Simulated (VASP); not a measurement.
# Sn (Fmmm) in VASP: single point with PBE

Aim: the single point of Sn with PBE.

Everything below comes from runs of VASP 6.6.1. Logs are shortened: lines on timing, memory, paths and dates and some standing lists are left out, and cuts for length are marked.

### Step 1. The cell of the first run

Symmetry: Fmmm, No. 69, orthorhombic system. The conventional cell has a = 5.458 Å, b = 5.993 Å, c = 10.461 Å, α = 90.00°, β = 90.00°, γ = 90.00°. Within 3.6 Å of Sn (site symmetry m2m) lie 8 Sn at 2.73 to 3.27 Å. Sn (site symmetry mm2) has 8 Sn at 2.80 to 3.23 Å within 3.7 Å.

### Step 2. Single point, PBE (Si replaced by Sn, lengths x 1.151, strained)

Contents of INCAR:

```
SYSTEM = Sn
PREC     = Accurate       ! precision mode
ENCUT    = 520            ! plane-wave cutoff, eV
EDIFF    = 1E-7           ! SCF threshold, eV
ISMEAR   = 0              ! smearing method
SIGMA    = 0.1            ! smearing width, eV
LREAL    = .FALSE.        ! projectors in reciprocal space
LASPH    = .TRUE.         ! aspherical terms in the spheres
NELM     = 80             ! most SCF steps
ALGO     = Fast           ! electronic algorithm
ISIF     = 2              ! what is computed and relaxed
LWAVE    = .FALSE.        ! write WAVECAR
LCHARG   = .FALSE.        ! write CHGCAR
GGA      = PE             ! functional
NBANDS   = 36             ! bands
```

Contents of KPOINTS:

```
Automatic mesh
0
G
  6 6 6
  0 0 0
```

Contents of POSCAR:

```
Sn
1.0
    0.0000000000      2.9964506900      5.2307448649
    2.7287529927      0.0000000000      5.2307448649
    2.7287529927      2.9964506900      0.0000000000
Sn
4
Direct
    0.7273942800      0.2726057200      0.7273942800
    0.2726057200      0.7273942800      0.2726057200
    0.7797693000      0.7797693000      0.2202307000
    0.2202307000      0.2202307000      0.7797693000
```

Potentials or basis: VASP PAW PBE potentials, release 64 (Sn_d).

Command:

```
$ cat potpaw_PBE.64/Sn_d/POTCAR > POTCAR
$ mpirun -np 1 vasp_std > vasp.out
```

OUTCAR:

```text
SYSTEM = Sn
   PREC = Accurate
   ENCUT = 520
   EDIFF = 1E-7
   ISMEAR = 0
   LREAL = .FALSE.
   LASPH = .TRUE.
   NELM = 80
   ISIF = 2
   GGA = PE

 ion  position               nearest neighbor table
   1  0.727  0.273  0.727-   2 2.73   2 2.74   2 2.74   3 2.82   4 2.82   3 3.23   4 3.23   2 3.27

   2  0.273  0.727  0.273-   1 2.73   1 2.74   1 2.74   3 2.82   4 2.82   4 3.23   3 3.23   1 3.27

   3  0.780  0.780  0.220-   4 2.80   4 2.80   1 2.82   2 2.82   4 3.06   4 3.06   2 3.23   1 3.23

   4  0.220  0.220  0.780-   3 2.80   3 2.80   1 2.82   2 2.82   3 3.06   3 3.06   2 3.23   1 3.23

  LATTYP: Found a face centered orthorhombic cell.
 ALAT       =     5.4575059854
 B/A-ratio  =     1.0981025758
 C/A-ratio  =     1.9168993599

  Lattice vectors:

 A1 = (   0.0000000000,   2.9964506900,   5.2307448649)
 A2 = (   2.7287529927,   0.0000000000,   5.2307448649)
 A3 = (   2.7287529927,   2.9964506900,   0.0000000000)

Analysis of symmetry for initial positions (statically):
=====================================================================
 Subroutine PRICEL returns:
 Original cell was already a primitive cell.

 Routine SETGRP: Setting up the symmetry group for a
 face centered orthorhombic supercell.

 Subroutine GETGRP returns: Found  8 space group operations
 (whereof  8 operations were pure point group operations)
 out of a pool of  8 trial point group operations.

The static configuration has the point symmetry D_2h.

Analysis of symmetry for dynamics (positions and initial velocities):
=====================================================================
 Subroutine PRICEL returns:
 Original cell was already a primitive cell.

 Routine SETGRP: Setting up the symmetry group for a
 face centered orthorhombic supercell.

 Subroutine GETGRP returns: Found  8 space group operations
 (whereof  8 operations were pure point group operations)
 out of a pool of  8 trial point group operations.

The dynamic configuration has the point symmetry D_2h.

 Subroutine INISYM returns: Found  8 space group operations
 (whereof  8 operations are pure point group operations),
 and found     1 'primitive' translations

----------------------------------------------------------------------------------------

                                     Primitive cell

  volume of cell :      85.5391

  direct lattice vectors                    reciprocal lattice vectors
     0.000000000  2.996450690  5.230744865    -0.183233881  0.166864084  0.095588681
     2.728752993  0.000000000  5.230744865     0.183233881 -0.166864084  0.095588681
     2.728752993  2.996450690  0.000000000     0.183233881  0.166864084 -0.095588681

  length of vectors
     6.028217695  5.899727514  4.052753340     0.265622803  0.265622803  0.265622803

  position of ions in fractional coordinates (direct lattice)
     0.727394280  0.272605720  0.727394280
     0.272605720  0.727394280  0.272605720
     0.779769300  0.779769300  0.220230700
     0.220230700  0.220230700  0.779769300

  ion indices of the primitive-cell ions
   primitive index   ion index
                 1           1
                 2           2
                 3           3
                 4           4

----------------------------------------------------------------------------------------

 KPOINTS: Automatic mesh

Automatic generation of k-mesh.
 Grid dimensions read from file:
 generate k-points for:    6    6    6

 Generating k-lattice:

  Cartesian coordinates                     Fractional coordinates (reciprocal lattice)
    -0.030538980  0.027810681  0.015931447     0.166666667 -0.000000000 -0.000000000
     0.030538980 -0.027810681  0.015931447    -0.000000000  0.166666667  0.000000000
     0.030538980  0.027810681 -0.015931447     0.000000000  0.000000000  0.166666667

  Length of vectors
     0.044270467  0.044270467  0.044270467

  Shift w.r.t. Gamma in fractional coordinates (k-lattice)
     0.000000000  0.000000000  0.000000000

 Subroutine IBZKPT returns following result:
 ===========================================

 Found     46 irreducible k-points:

 Following reciprocal coordinates:
            Coordinates               Weight
  0.000000  0.000000  0.000000      1.000000
  0.166667 -0.000000  0.000000      8.000000
  0.333333  0.000000  0.000000      8.000000
  0.500000  0.000000 -0.000000      4.000000
  0.166667  0.166667  0.000000      2.000000
  0.333333  0.166667  0.000000      8.000000
[... 16 lines left out ...]
 -0.166667  0.166667  0.166667      8.000000
  0.500000  0.333333  0.166667      4.000000
 [... further k-points ...]
   k-points           NKPTS =     46   k-points in BZ     NKDIM =     46   number of bands    NBANDS=     36
   number of dos      NEDOS =    301   number of ions     NIONS =      4
   total plane-waves  NPLWV =  69120
   dimension x,y,z NGX =    48 NGY =   48 NGZ =   30
   dimension x,y,z NGXF=    96 NGYF=   96 NGZF=   60
   ions per type =               4
   NGX,Y,Z   is equivalent  to a cutoff of  13.24, 13.53, 12.31 a.u.
   NGXF,Y,Z  is equivalent  to a cutoff of  26.47, 27.05, 24.61 a.u.
 SYSTEM =  Sn
   PREC   = accura    normal or accurate (medium, high low for compatibility)
   ISTART =      0    job   : 0-new  1-cont  2-samecut
   ICHARG =      2    charge: 1-file 2-atom 10-const
   ISPIN  =      1    spin polarized calculation?
   LNONCOLLINEAR =      F non collinear calculations
   LSORBIT =      F    spin-orbit coupling
   LASPH  =      T    aspherical Exc in radial PAW
   ENCUT  =  520.0 eV  38.22 Ry    6.18 a.u.  11.21 10.97  7.54*2*pi/ulx,y,z
   NELM   =     80;   NELMIN=  2; NELMDL= -5     # of ELM steps
   EDIFF  = 0.1E-06   stopping-criterion for ELM
   LREAL  =      F    real-space projection
   EDIFFG = 0.1E-05   stopping-criterion for IOM
   NSW    =      0    number of steps for IOM
   IBRION =     -1    ionic relax: 0-MD 1-quasi-New 2-CG
   NFREE  =      0    steps in history (QN), initial steepest desc. (CG)
   ISIF   =      2    stress and relaxation
   ISYM   =      2    0-nonsym 1-usesym 2-fastsym
   POTIM  = 0.5000    time-step for ionic-motion
   TEBEG  =    0.0;   TEEND  =   0.0 temperature during run
   PSTRESS=    0.0 pullay stress
   NELECT =      56.0000    total number of electrons
   NUPDOWN=      -1.0000    fix difference up-down
   EMIN   =  10.00;   EMAX   =-10.00  energy-range for DOS
   EFERMI =   0.00;   METHOD = LEGACY
   ISMEAR =     0;   SIGMA  =   0.10  broadening in eV -4-tet -1-fermi 0-gaus
   EFERMI_NEDOS =   21; number of points for ismear=-14 and -15
   IALGO  =     68    algorithm
   IMIX   =      4    mixing-type and parameters
     AMIX     =   0.40;   BMIX     =  1.00
     AMIX_MAG =   1.60;   BMIX_MAG =  1.00
  volume/ion in A,a.u.               =      21.38       144.31
  Fermi-wavevector in a.u.,A,eV,Ry     =   1.421508  2.686260 27.493076  2.020684
  Thomas-Fermi vector in A             =   2.542310
   LORBIT       =      0    0 simple, 1 ext, 2 COOP (PROOUT), +10 PAW based schemes
   GGA     = PE    functional components
   LHFCALC =     F    Hartree Fock is set to
   AEXX    =    0.0000 exact exchange contribution
   IVDW    =     0    specifies the selected vdW correction
   LEPSILON=     F    determine dielectric tensor
   LRPA    =     F    only Hartree local field effects (RPA)
 non-spin polarized calculation
 RMM-DIIS sequential band-by-band and
 Gauss-broadening in eV      SIGMA  =   0.10
  energy-cutoff  :      520.00
  volume of cell :       85.54
 maximum number of plane-waves:      2326
 NGX is ok and might be reduce to    48
   NGX = 23   NGY = 21   NGZ = 15

 number of electron      56.0000000 magnetization

 Free energy of the ion-electron system (eV)
  ---------------------------------------------------
  ext. energy  EPLUGINS =         0.00000000
  ---------------------------------------------------
  free energy    TOTEN  =       -13.30975577 eV

  energy without entropy =      -13.30117193  energy(sigma->0) =      -13.30546385

 E-fermi :  11.4223     XC(G=0): -11.4778

 val. band max:       11.3930520678   @ k =   0.5000   0.0000   0.1667
 cond. band min:      11.4625297941   @ k =   0.3333   0.3333   0.0000
 fundamental gap:      0.0694777263
 Fermi energy:        11.4222771306

 k-point     1 :       0.0000    0.0000    0.0000
  band No.  band energies     occupation
      1     -11.0098      2.00000
      2     -10.7875      2.00000
      3     -10.7230      2.00000
      4     -10.6934      2.00000
      5     -10.6518      2.00000
      6     -10.5982      2.00000
[... 28 lines left out ...]
     35      18.9935      0.00000
     36      19.4063      0.00000

 k-point     2 :       0.1667   -0.0000    0.0000
  band No.  band energies     occupation
      1     -10.9581      2.00000
      2     -10.7612      2.00000
      3     -10.6883      2.00000
      4     -10.6840      2.00000
      5     -10.6221      2.00000
      6     -10.6142      2.00000
[... 28 lines left out ...]
     35      18.1013      0.00000
     36      18.7837      0.00000

 k-point     3 :       0.3333    0.0000    0.0000
  band No.  band energies     occupation
      1     -10.8173      2.00000
      2     -10.6900      2.00000
      3     -10.6892      2.00000
      4     -10.6308      2.00000
      5     -10.5783      2.00000
      6     -10.5702      2.00000
[... 28 lines left out ...]
     35      18.1410      0.00000
     36      18.3266      0.00000

 k-point     4 :       0.5000    0.0000   -0.0000
  band No.  band energies     occupation
      1     -10.6971      2.00000
      2     -10.6633      2.00000
      3     -10.6595      2.00000
      4     -10.5931      2.00000
      5     -10.5823      2.00000
      6     -10.5384      2.00000
[... 28 lines left out ...]
     35      17.9045      0.00000
     36      17.9614      0.00000

 k-point     5 :       0.1667    0.1667    0.0000
  band No.  band energies     occupation
      1     -11.0040      2.00000
      2     -10.7848      2.00000
      3     -10.7176      2.00000
      4     -10.6662      2.00000
      5     -10.6395      2.00000
      6     -10.6037      2.00000
[... 655 lines left out ...]
 k-point    22 :      -0.3333    0.1667    0.1667
  band No.  band energies     occupation
      1     -10.7695      2.00000
      2     -10.7081      2.00000
      3     -10.6631      2.00000
      4     -10.6192      2.00000
      5     -10.5700      2.00000
      6     -10.5502      2.00000
[... 28 lines left out ...]
     35      17.6272      0.00000
     36      18.6030      0.00000

 k-point    23 :      -0.1667    0.1667    0.1667
  band No.  band energies     occupation
      1     -10.7730      2.00000
      2     -10.7294      2.00000
      3     -10.6740      2.00000
      4     -10.6387      2.00000
      5     -10.5908      2.00000
      6     -10.5674      2.00000
[... 28 lines left out ...]
     35      18.4474      0.00000
     36      19.0185      0.00000

 k-point    24 :       0.5000    0.3333    0.1667
  band No.  band energies     occupation
      1     -10.9498      2.00000
      2     -10.7204      2.00000
      3     -10.6634      2.00000
      4     -10.6555      2.00000
      5     -10.6545      2.00000
      6     -10.6085      2.00000
[... 28 lines left out ...]
     35      16.4661      0.00000
     36      17.7044      0.00000

 [... further k-points ...]

------------------------ aborting loop because EDIFF is reached ----------------------------------------

  FORCE on cell =-STRESS in cart. coord.  units (eV):
  Direction    XX          YY          ZZ          XY          YZ          ZX
  --------------------------------------------------------------------------------------
  -------------------------------------------------------------------------------------
  Total       16.3700311     14.3893095     13.4845826     -0.0000000      0.0000000      0.0000000
  in kB      306.6162691    269.5166773    252.5708339     -0.0000000      0.0000000      0.0000000
  external PRESSURE =     276.2345934 kB  Pullay stress =       0.0000000 kB

 VOLUME and BASIS-vectors are now :
 -----------------------------------------------------------------------------
  energy-cutoff  :      520.00
  volume of cell :       85.54
      direct lattice vectors                 reciprocal lattice vectors
     0.000000000  2.996450690  5.230744865    -0.183233881  0.166864084  0.095588681
     2.728752993  0.000000000  5.230744865     0.183233881 -0.166864084  0.095588681
     2.728752993  2.996450690  0.000000000     0.183233881  0.166864084 -0.095588681

 POSITION                                       TOTAL-FORCE (eV/Angst)
 -----------------------------------------------------------------------------------
      2.72875      4.35920      5.23074         0.000000     -0.132725      0.000000
      2.72875      1.63370      5.23074         0.000000      0.132725      0.000000
      2.72875      2.99645      8.15755         0.000000      0.000000     -0.602208
      2.72875      2.99645      2.30394         0.000000      0.000000      0.602208
 -----------------------------------------------------------------------------------
    total drift:                               -0.000000     -0.000000     -0.000000

  FREE ENERGIE OF THE ION-ELECTRON SYSTEM (eV)
  ---------------------------------------------------
  free  energy   TOTEN  =       -13.3097557731 eV

  energy  without entropy=      -13.3011719321  energy(sigma->0) =      -13.30546385
```

It took 88 s on 1 thread of Intel Xeon 6975P-C (Granite Rapids), shared host; peak memory 0.29 GiB.

Results:

* Free energy: -13.3098 eV
* Pressure: 27.6 GPa
* Largest force: 0.602 eV/Å
* Band gap on the k mesh: zero (band 28 reaches 13.18 eV, above the bottom of band 29 at 9.16 eV)

Forces in eV/Å, atoms in the order of the input:
```
Sn   0.000 -0.133  0.000
Sn   0.000  0.133  0.000
Sn   0.000  0.000 -0.602
Sn   0.000  0.000  0.602
```

Levels at points of the mesh, in eV from the Fermi level:
```tsv
k point	band 24	band 25	band 26	band 27	band 28	band 29	band 30	band 31	band 32	band 33
(0.00, 0.00, 0.00)	-2.96	-2.69	-2.53	-2.52	-2.16	-2.13	2.19	2.74	3.68	6.95
(0.50, 0.00, 0.00)	-7.13	-1.90	-1.82	-1.09	0.53	0.73	0.77	2.39	2.49	3.55
(0.50, 0.50, 0.00)	-4.14	-2.67	-2.39	-0.12	0.99	1.42	1.85	1.96	2.68	4.32
(0.50, 0.00, 0.50)	-7.03	-5.26	-4.77	-3.23	-2.74	-1.66	-1.31	4.29	5.58	6.71
(0.00, 0.50, 0.50)	-6.64	-6.53	-6.07	-2.69	-2.51	-2.27	2.16	3.66	3.92	6.28
```

Caveat: the cell differs from its parent crystal (Si replaced by Sn, lengths x 1.151, strained); spin-orbit coupling is left out, which moves the levels of the heavy elements.
